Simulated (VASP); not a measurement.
Write the native input for VASP 6.6.1 that does the following.

```
Task                   : single point
Functional             : PBE
Potentials or basis    : VASP PAW PBE potentials, release 64 (Be, H)
Cutoff                 : 520 eV
k mesh                 : 3 × 3 × 1
Occupations            : fermi-dirac, width 0.1 eV
Spin                   : no spin polarisation
Dipole correction      : no
Further INCAR settings : LREAL = Auto; ALGO = Normal; EDIFF = 1e-07; NBANDS = 48
```

The structure of Be27H lies in POSCAR:

```
Be27H
1.0
    6.8700000000      0.0000000000      0.0000000000
    3.4350000000      5.9495950000      0.0000000000
    0.0000000000      0.0000000000     14.5884300000
Be H
27 1
Direct
    0.0000000000      0.0000000000      0.0685474722
    0.3333333333      0.0000000000      0.0685474722
    0.6666666667      0.0000000000      0.0685474722
    0.0000000280      0.3333332773      0.0685474722
    0.3333333613      0.3333332773      0.0685474722
    0.6666666947      0.3333332773      0.0685474722
   -0.0000000280      0.6666667227      0.0685474722
    0.3333333053      0.6666667227      0.0685474722
    0.6666666387      0.6666667227      0.0685474722
   -0.1067790731      0.2200536339      0.1982206447
    0.2211574831      0.2247653832      0.1979720230
    0.5568380882      0.2206688018      0.1951800159
   -0.1102132246      0.5551900592      0.1951493752
    0.2237766786      0.5547584331      0.1924520322
    0.5568301609      0.5557722837      0.1951810442
   -0.1102232030      0.8883619809      0.1951490325
    0.2211571434      0.8873407350      0.1979640030
    0.5598448246      0.8867260713      0.1975461376
    0.0075376541     -0.0007533286      0.3282588325
    0.3425054225     -0.0046093894      0.3208341816
    0.6732404489      0.0002425375      0.3223791045
    0.0074797337      0.3265980289      0.3282377884
    0.3390500151      0.3372426190      0.3205075529
    0.6696973887      0.3317961979      0.3248107576
    0.0071592085      0.6630673180      0.3245121648
    0.3390569838      0.6569890892      0.3205105690
    0.6732443550      0.6598003730      0.3223842456
    0.1715986773      1.0806244795      0.3948670967
```

These files were run (other wordings do the same):

INCAR

```
  PREC = Accurate
  ENCUT = 520
  EDIFF = 1E-7
  ISMEAR = -1
  SIGMA = 0.1
  LREAL = Auto
  LASPH = True
  NELM = 60
  ALGO = Normal
  ISIF = 2
  LWAVE = False
  LCHARG = False
  GGA = PE
  NBANDS = 48
```

KPOINTS

```
Automatic mesh
0
Gamma
  3 3 1
```

Potentials or basis: VASP PAW PBE potentials, release 64 (Be, H).

Run with:

```sh
$ cat potpaw_PBE.64/Be/POTCAR potpaw_PBE.64/H/POTCAR > POTCAR
$ mpirun -np 1 vasp_std > vasp.out
```

It gave:

The largest force is 0.829 eV/Å.

Run time: 6.1 min on 1 thread of Intel(R) Xeon(R) 6975P-C (Granite Rapids) (shared host), peak memory 0.63 GiB.
